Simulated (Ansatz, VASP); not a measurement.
## Two plane-wave programs on NaTlTe2

Contents of INCAR:

```
SYSTEM = NaTlTe2
PREC = Accurate
ENCUT = 520
EDIFF = 1E-6
ISMEAR = -1
SIGMA = 0.02
LREAL = .False.
LASPH = .True.
NELM = 100
ALGO = Normal
ISIF = 2
LWAVE = .False.
LCHARG = .False.
GGA = PE
NBANDS = 24
```

File KPOINTS:

```
Automatic mesh
0
Gamma
  6 6 4
  0 0 0
```

The input POSCAR:

```
NaTlTe2
1.0
    4.6345895051      0.0000000000      0.0000000000
    0.0000000000      4.6345895051      0.0000000000
    0.0000000000      0.0000000000      7.4229369334
Na Te Tl
1 2 1
Direct
    0.0000000000      0.0000000000      0.0000000000
    0.0000000000      0.5000000000      0.2685692974
    0.5000000000      0.0000000000      0.7314307026
    0.5000000000      0.5000000000      0.5000000000
```

Input for Ansatz:

```yaml
crystal:
  lattice:
    - [4.6345895051, 0.0, 0.0]
    - [0.0, 4.6345895051, 0.0]
    - [0.0, 0.0, 7.4229369334]
  atoms:
    - { symbol: Na, position: [0.0, 0.0, 0.0] }
    - { symbol: Te, position: [0.0, 0.5, 0.2685692974] }
    - { symbol: Tl, position: [0.5, 0.5, 0.5] }
    - { symbol: Te, position: [0.5, 0.0, 0.7314307026] }
kpoints:
  mp_grid: { grid: [6, 6, 4] }
  band_path:
    path:
      - [[0.0, 0.0, 0.0], [-8.129826750977e-52, 0.5, 1.975549625602e-68], [0.5, 0.5, 7.384757099291e-34], [0.0, 0.0, 0.0], [-7.030118837118e-51, 3.457883328318e-86, 0.5], [-7.030118837118e-51, 0.5, 0.5], [0.5, 0.5, 0.5], [-7.030118837118e-51, 3.457883328318e-86, 0.5]]
      - [[-8.129826750977e-52, 0.5, 1.975549625602e-68], [-7.030118837118e-51, 0.5, 0.5]]
      - [[0.5, 0.5, 7.384757099291e-34], [0.5, 0.5, 0.5]]
    npoints: 10
hamiltonian:
  xc: pbe
scf:
  occupations: { method: fermi_dirac, width: 0.02 }
  n_extra_bands: 5
output:
  forces: true
  stress: true
  eigenvalues: true
```

Alike in both runs: task single point; functional PBE; k mesh 6 × 6 × 4; occupations fermi-dirac, width 0.02 eV; no spin polarisation.

```csv
,VASP,Ansatz
version,VASP 6.6.1,Ansatz 0.2.0
potentials or method,"VASP PAW PBE potentials, release 64 (Na_pv, Te, Tl_d)","plane waves, PAW"
plane-wave cutoff (eV),520,420
valence electrons in the cell,32,54
```

|  | VASP | Ansatz | Ansatz less VASP |
| --- | --- | --- | --- |
| pressure (GPa) | 0.9 | 0.9 | +0.01 |
| rms of the force components (eV/Å) | 0.050 | 0.052 | +0.0013 |

VASP's potentials hold 32 valence electrons a cell and Ansatz's 54, so a difference there can come from the potentials and not from the codes.

Spin-orbit coupling is off throughout.
